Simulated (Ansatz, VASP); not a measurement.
## One calculation of AlP5, two programs

```
Al P
1.0
     5.10989    0.00000    0.00000
    -2.55494    4.42529    0.00000
     0.00000    0.00000    4.27121
Al P
1 5
Direct
  0.00000 0.00000 0.00000
  0.50000 0.00000 0.50000
  0.50000 0.50000 0.50000
  0.00000 0.50000 0.50000
  0.33333 0.66667 0.00000
  0.66667 0.33333 0.00000
```

Change from the starting cell: species swapped into the GdRh5 type (P6/mmm, No. 191).

Alike in both runs: task relaxation of cell and atoms; functional PBE; k mesh 12 × 12 × 10; occupations gaussian, width 0.1 eV; no spin polarisation.

|  | VASP | Ansatz |
| --- | --- | --- |
| version | VASP 6.6.1 | Ansatz 0.2.0 |
| potentials or method | VASP PAW PBE potentials, release 64 (Al, P), cutoff 600 eV | scalar-relativistic, plane waves, PAW |
| valence electrons in the cell | 28 | 28 |

|  | VASP | Ansatz | Ansatz less VASP |
| --- | --- | --- | --- |
| gap on the k mesh at the Fermi level, each at its own relaxed structure (eV) | none | none | - |
| relaxed volume (Å³/atom) | 16.22 | 16.26 | +0.041 |
| relaxed cell length with the largest relative difference (Å) | 4.758 | 4.764 | +0.0066 |

A gap of «none» marks a metal or a gap that the smearing closes.
